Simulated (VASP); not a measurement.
# Mn in VASP: notebook

The runs below take Mn through single point, with PBE.

All numbers are computed with VASP 6.6.1; they aren't measurements. Logs are shortened: lines on timing, memory, paths and dates and some standing lists are left out, and cuts for length are marked.

## (1) The cell of the first run

The typed cell holds 2 atoms: a = 3.928 Å, b = 2.673 Å, c = 3.928 Å, α = 70.10°, β = 39.78°, γ = 70.11°.

## (2) Single point, PBE

The input, INCAR:

```
SYSTEM = Mn
ALGO = Normal
EDIFF = 1E-6
ENCUT = 520
GGA = PE
ISIF = 2
ISMEAR = 0
LASPH = .True.
LCHARG = .True.
LELF = .True.
LREAL = .False.
LVHAR = .True.
LWAVE = .False.
NBANDS = 20
NELM = 80
PREC = Accurate
SIGMA = 0.1
```

The input, KPOINTS:

```
k-points
0
Gamma
  8 8 8
  0 0 0
```

The input, POSCAR:

```
Mn
1.0
    0.0000000000      3.4430467377      1.8896405588
    1.8902424323      0.0000000000      1.8896405588
    1.8902424323      3.4430467377      0.0000000000
Mn
2
Direct
    0.1549506814      0.8450493186      0.1549506814
    0.8450493186      0.1549506814      0.8450493186
```

Potentials or basis: VASP PAW PBE potentials, release 64 (Mn_pv).

Started as:

```bash
$ cat potpaw_PBE.64/Mn_pv/POTCAR > POTCAR
$ mpirun -np 1 vasp_std > vasp.out
```

OUTCAR:

```text
SYSTEM = Mn
   EDIFF = 1E-6
   ENCUT = 520
   GGA = PE
   ISIF = 2
   ISMEAR = 0
   LASPH = .True.
   LREAL = .False.
   NELM = 80
   PREC = Accurate

 ion  position               nearest neighbor table
   1  0.155  0.845  0.155-   2 2.13   2 2.30   2 2.30   2 2.30   2 2.30
   2  0.845  0.155  0.845-   1 2.13   1 2.30   1 2.30   1 2.30   1 2.30

  LATTYP: Found a face centered orthorhombic cell.
 ALAT       =     3.7792811176
 B/A-ratio  =     1.0003185122
 C/A-ratio  =     1.8220643718

  Lattice vectors:

 A1 = (   1.8902424323,   3.4430467377,   0.0000000000)
 A2 = (   0.0000000000,   3.4430467377,   1.8896405588)
 A3 = (   1.8902424323,   0.0000000000,   1.8896405588)

Analysis of symmetry for initial positions (statically):
=====================================================================
 Subroutine PRICEL returns:
 Original cell was already a primitive cell.

 Routine SETGRP: Setting up the symmetry group for a
 face centered orthorhombic supercell.

 Subroutine GETGRP returns: Found  8 space group operations
 (whereof  8 operations were pure point group operations)
 out of a pool of  8 trial point group operations.

The static configuration has the point symmetry D_2h.

Analysis of symmetry for dynamics (positions and initial velocities):
=====================================================================
 Subroutine PRICEL returns:
 Original cell was already a primitive cell.

 Routine SETGRP: Setting up the symmetry group for a
 face centered orthorhombic supercell.

 Subroutine GETGRP returns: Found  8 space group operations
 (whereof  8 operations were pure point group operations)
 out of a pool of  8 trial point group operations.

The dynamic configuration has the point symmetry D_2h.

 Subroutine INISYM returns: Found  8 space group operations
 (whereof  8 operations are pure point group operations),
 and found     1 'primitive' translations

----------------------------------------------------------------------------------------

                                     Primitive cell

  volume of cell :      24.5963

  direct lattice vectors                    reciprocal lattice vectors
     0.000000000  3.443046738  1.889640559    -0.264516335  0.145220219  0.264600586
     1.890242432  0.000000000  1.889640559     0.264516335 -0.145220219  0.264600586
     1.890242432  3.443046738  0.000000000     0.264516335  0.145220219 -0.264600586

  length of vectors
[... 72 lines left out ...]
 SYSTEM =  Mn
   PREC   = accura    normal or accurate (medium, high low for compatibility)
   ISTART =      0    job   : 0-new  1-cont  2-samecut
   ICHARG =      2    charge: 1-file 2-atom 10-const
   ISPIN  =      1    spin polarized calculation?
   LNONCOLLINEAR =      F non collinear calculations
   LSORBIT =      F    spin-orbit coupling
   LASPH  =      T    aspherical Exc in radial PAW
   ENCUT  =  520.0 eV  38.22 Ry    6.18 a.u.   7.30  4.97  7.30*2*pi/ulx,y,z
   NELM   =     80;   NELMIN=  2; NELMDL= -5     # of ELM steps
   EDIFF  = 0.1E-05   stopping-criterion for ELM
   LREAL  =      F    real-space projection
   EDIFFG = 0.1E-04   stopping-criterion for IOM
   NSW    =      0    number of steps for IOM
   IBRION =     -1    ionic relax: 0-MD 1-quasi-New 2-CG
   NFREE  =      0    steps in history (QN), initial steepest desc. (CG)
   ISIF   =      2    stress and relaxation
   ISYM   =      2    0-nonsym 1-usesym 2-fastsym
   POTIM  = 0.5000    time-step for ionic-motion
   TEBEG  =    0.0;   TEEND  =   0.0 temperature during run
   PSTRESS=    0.0 pullay stress
   NELECT =      26.0000    total number of electrons
   NUPDOWN=      -1.0000    fix difference up-down
   EMIN   =  10.00;   EMAX   =-10.00  energy-range for DOS
   EFERMI =   0.00;   METHOD = LEGACY
   ISMEAR =     0;   SIGMA  =   0.10  broadening in eV -4-tet -1-fermi 0-gaus
   EFERMI_NEDOS =   21; number of points for ismear=-14 and -15
   IALGO  =     38    algorithm
   IMIX   =      4    mixing-type and parameters
     AMIX     =   0.40;   BMIX     =  1.00
     AMIX_MAG =   1.60;   BMIX_MAG =  1.00
  volume/ion in A,a.u.               =      12.30        82.99
  Fermi-wavevector in a.u.,A,eV,Ry     =   1.667667  3.151434 37.839355  2.781114
  Thomas-Fermi vector in A             =   2.753649
   LORBIT       =      0    0 simple, 1 ext, 2 COOP (PROOUT), +10 PAW based schemes
   GGA     = PE    functional components
   LHFCALC =     F    Hartree Fock is set to
   AEXX    =    0.0000 exact exchange contribution
   IVDW    =     0    specifies the selected vdW correction
   LEPSILON=     F    determine dielectric tensor
   LRPA    =     F    only Hartree local field effects (RPA)
 non-spin polarized calculation
 Gauss-broadening in eV      SIGMA  =   0.10
  energy-cutoff  :      520.00
  volume of cell :       24.60
 maximum number of plane-waves:       669
 NGX is ok and might be reduce to    30

 number of electron      26.0000007 magnetization

 Free energy of the ion-electron system (eV)
  ---------------------------------------------------
  ext. energy  EPLUGINS =         0.00000000
  ---------------------------------------------------
  free energy    TOTEN  =       -16.81873426 eV

  energy without entropy =      -16.80081274  energy(sigma->0) =      -16.80977350

 E-fermi :   8.6726     XC(G=0): -13.0400

 val. band max:        8.6692045255   @ k =   0.2500   0.0000   0.0000
 cond. band min:       8.6728733778   @ k =  -0.2500   0.1250   0.0000
 fundamental gap:      0.0036688523
 Fermi energy:         8.6725646349

 k-point     1 :       0.0000    0.0000    0.0000
  band No.  band energies     occupation
      1     -39.7860      2.00000
      2     -39.2831      2.00000
      3     -39.2826      2.00000
      4     -38.9572      2.00000
      5     -38.9567      2.00000
      6     -38.6628      2.00000
[... 541 lines left out ...]
     19      17.4421      0.00000
     20      23.9119      0.00000

 [... further k-points ...]
[... 5 lines left out ...]
  --------------------------------------------------------------------------------------
  -------------------------------------------------------------------------------------
  Total        0.0001696      0.1126114      0.0022217      0.0000000      0.0000000      0.0000000
  in kB        0.0110445      7.3353926      0.1447196      0.0000000      0.0000000      0.0000000
  external PRESSURE =       2.4970523 kB  Pullay stress =       0.0000000 kB

 VOLUME and BASIS-vectors are now :
 -----------------------------------------------------------------------------
  energy-cutoff  :      520.00
  volume of cell :       24.60
      direct lattice vectors                 reciprocal lattice vectors
     0.000000000  3.443046738  1.889640559    -0.264516335  0.145220219  0.264600586
     1.890242432  0.000000000  1.889640559     0.264516335 -0.145220219  0.264600586
     1.890242432  3.443046738  0.000000000     0.264516335  0.145220219 -0.264600586

 POSITION                                       TOTAL-FORCE (eV/Angst)
 -----------------------------------------------------------------------------------
      1.89024      1.06700      1.88964         0.000000      0.039421      0.000000
      1.89024      5.81909      1.88964         0.000000     -0.039421      0.000000
 -----------------------------------------------------------------------------------
    total drift:                                0.000000     -0.000000      0.000000

  FREE ENERGIE OF THE ION-ELECTRON SYSTEM (eV)
  ---------------------------------------------------
  free  energy   TOTEN  =       -16.8187342604 eV

  energy  without entropy=      -16.8008127393  energy(sigma->0) =      -16.80977350
```

OSZICAR:

```text
N       E                     dE             d eps       ncg     rms          rms(c)
DAV:   1     0.255823096866E+03    0.25582E+03   -0.15832E+04  3808   0.179E+03
DAV:   2    -0.958388123620E+01   -0.26541E+03   -0.25731E+03  3812   0.458E+02
DAV:   3    -0.191470857137E+02   -0.95632E+01   -0.94649E+01  4060   0.104E+02
DAV:   4    -0.192552432975E+02   -0.10816E+00   -0.10815E+00  4052   0.108E+01
DAV:   5    -0.192576454194E+02   -0.24021E-02   -0.24021E-02  4016   0.162E+00    0.160E+01
DAV:   6    -0.169632341747E+02    0.22944E+01   -0.12624E+01  4076   0.449E+01    0.271E+00
DAV:   7    -0.168361827205E+02    0.12705E+00   -0.64575E-01  4036   0.101E+01    0.137E+00
DAV:   8    -0.168199494809E+02    0.16233E-01   -0.24357E-02  3940   0.156E+00    0.438E-01
DAV:   9    -0.168187592765E+02    0.11902E-02   -0.18625E-03  3996   0.684E-01    0.119E-01
DAV:  10    -0.168187408678E+02    0.18409E-04   -0.25093E-04  4092   0.165E-01    0.197E-02
DAV:  11    -0.168187370930E+02    0.37747E-05   -0.21712E-05  3976   0.984E-02    0.532E-03
DAV:  12    -0.168187354012E+02    0.16918E-05   -0.11050E-06  2220   0.177E-02    0.180E-03
DAV:  13    -0.168187342794E+02    0.11218E-05   -0.21736E-07  1976   0.574E-03    0.447E-04
DAV:  14    -0.168187342604E+02    0.19018E-07   -0.40743E-08  1976   0.244E-03
   1 F= -.16818734E+02 E0= -.16809773E+02  d E =-.179215E-01
```

Wall time 79 s (1 thread of Intel Xeon 8259CL, shared host); peak memory 0.17 GiB.

What came out:

- Free energy: -16.8187 eV
- Pressure: 0.2 GPa
- Largest force: 0.039 eV/Å
- Band gap on the k mesh: zero (bands 13 and 14 overlap by 1.73 eV)

Forces in eV/Å, atoms in the order of the input:
```
Mn   0.000  0.039  0.000
Mn   0.000 -0.039  0.000
```

Caveat: the run has no spin polarisation, though such a crystal can be magnetic. Spin polarisation is off, so any magnetic state and its effect on volume and gap are missing.

## (3) Single point, PBE

This run uses another cell than the first one, of the same volume but with other edges.

The input, INCAR:

```
PREC     = Accurate       # precision mode
ENCUT    = 520            # plane-wave cutoff, eV
EDIFF    = 1E-6           # SCF threshold, eV
ISMEAR   = 0              # smearing method
SIGMA    = 0.1            # smearing width, eV
LREAL    = F              # projectors in reciprocal space
LASPH    = T              # aspherical terms in the spheres
NELM     = 60             # most SCF steps
ALGO     = Fast           # electronic algorithm
ISIF     = 2              # what is computed and relaxed
LWAVE    = F              # write WAVECAR
LCHARG   = F              # write CHGCAR
GGA      = PE             # functional
NBANDS   = 20             # bands
```

The input, KPOINTS:

```
regular mesh
0
Gamma
  28 28 28
```

The input, POSCAR:

```
Mn
1.0
   -1.3365669000      1.3365669000      3.4392697630
    1.3365669000     -1.3365669000      3.4392697630
    1.3365669000      1.3365669000     -3.4392697630
Mn
2
Direct
    0.1546369707      0.1546369707      0.0000000000
    0.8453630293      0.8453630293      0.0000000000
```

Potentials or basis: VASP PAW PBE potentials, release 64 (Mn_pv).

Started as:

```bash
$ cat potpaw_PBE.64/Mn_pv/POTCAR > POTCAR
$ mpirun -np 1 vasp_std > vasp.out
```

Wall time 27 min (1 thread of Intel Xeon 8259CL, shared host); peak memory 0.71 GiB.

It converged, with:

* Free energy: -16.8231 eV
* Pressure: 0.2 GPa
* Largest force: 0.025 eV/Å
* Band gap on the k mesh: zero (bands 13 and 14 overlap by 1.77 eV)

Forces on the atoms (eV/Å):
```
Mn   0.000  0.000  0.025
Mn   0.000  0.000 -0.025
```

Stress tensor (GPa, compression positive):
```
-0.06  0.00  0.00
 0.00 -0.06  0.00
 0.00  0.00  0.76
```

Levels at points of the mesh, in eV from the Fermi level:
```tsv
k point	band 9	band 10	band 11	band 12	band 13	band 14	band 15	band 16	band 17	band 18
(0.00, 0.00, 0.00)	-2.75	-1.24	-0.85	-0.44	-0.23	-0.23	0.01	0.01	1.77	6.08
(0.50, 0.00, 0.00)	-2.16	-2.09	-1.74	-1.44	0.30	0.73	1.19	2.05	2.31	3.90
(0.50, 0.50, 0.00)	-2.52	-2.17	-1.73	-0.66	1.30	1.47	1.67	2.02	2.55	7.52
(0.50, 0.50, 0.50)	-3.91	-2.23	-1.53	-1.53	-0.24	-0.08	1.52	1.89	1.89	2.77
```

Caveat: the run has no spin polarisation, though such a crystal can be magnetic. Spin polarisation is off, so any magnetic state and its effect on volume and gap are missing.
